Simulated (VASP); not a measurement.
## Ir: single point with r2SCAN

The system is Ir.

```
Ir
1.0
     0.00000    1.86211    1.86211
     1.86211    0.00000    1.86211
     1.86211    1.86211    0.00000
Ir
1
Direct
  0.00000 0.00000 0.00000
```

This cell differs from its parent crystal: strain -0.030 along x and y, -0.030 along z.

```
Program             : VASP 6.6.1
Task                : single point
Functional          : r2SCAN
Potentials or basis : VASP PAW PBE potentials, release 64 (Ir)
Cutoff              : 520 eV
k mesh              : 22 × 22 × 22
Occupations         : gaussian, width 0.15 eV
Spin                : no spin polarisation
```

The pressure is 50.0 GPa.

Levels at points of the mesh, in eV from the Fermi level:
```
           k point  band 1  band 2  band 3  band 4  band 5  band 6  band 7  band 8
(0.00, 0.00, 0.00)  -12.55   -4.58   -4.58   -4.58   -1.43   -1.43   14.89   21.33
(0.50, 0.00, 0.00)   -9.45   -4.77   -4.77   -0.90    1.13    1.13    8.72   14.52
(0.50, 0.50, 0.00)   -9.36   -8.71    1.05    1.85    1.87    1.87   12.48   12.83
```

It took 2.1 min on 1 thread of Intel Xeon 6975P-C, on a shared host, peak memory 0.17 GiB.

Caveat: the cell differs from its parent crystal (strain -0.030 along x and y, -0.030 along z); the PAW data sets were made with another functional, which shifts forces and pressure a little; spin-orbit coupling is left out, which moves the levels of the heavy elements.
